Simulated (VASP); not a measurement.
InSb3, 4 atoms in the cell. It takes space group Pm-3m (No. 221, cubic). The conventional cell has a = 4.806 Å, b = 4.806 Å, c = 4.806 Å, α = 90.00°, β = 90.00°, γ = 90.00°. Within 4.5 Å of In (site symmetry m-3m) lie 12 Sb at 3.40 Å. Sb (site symmetry 4/mmm) has 4 In at 3.40 Å and 8 Sb at 3.40 Å within 4.5 Å. 

- Program: VASP 6.6.1
- Task: single point
- Functional: PBE
- Potentials or basis: VASP PAW PBE potentials, release 64 (In_d, Sb_d_GW)
- Cutoff: 500 eV
- k mesh: 1 × 1 × 1
- Occupations: fermi-dirac, width 0.054 eV
- Spin: no spin polarisation
- Dipole correction: no
- Further INCAR settings: ALGO = Normal; EDIFF = 1e-06; NBANDS = 37

Potentials or basis: VASP PAW PBE potentials, release 64 (In_d, Sb_d_GW).

Run with:

```bash
$ cat potpaw_PBE.64/In_d/POTCAR potpaw_PBE.64/Sb_d_GW/POTCAR > POTCAR
$ mpirun -np 1 vasp_gam > vasp.out
```

Hardware: 1 thread of AMD EPYC 7R43 64-Core Processor (Zen 3), on a shared host.

Q: Estimate the wall time of this run.

A: Run time: 16 s on 1 thread of AMD EPYC 7R43 64-Core Processor (Zen 3) (shared host), peak memory 0.16 GiB. Counts: scf iterations 13, k points 1.
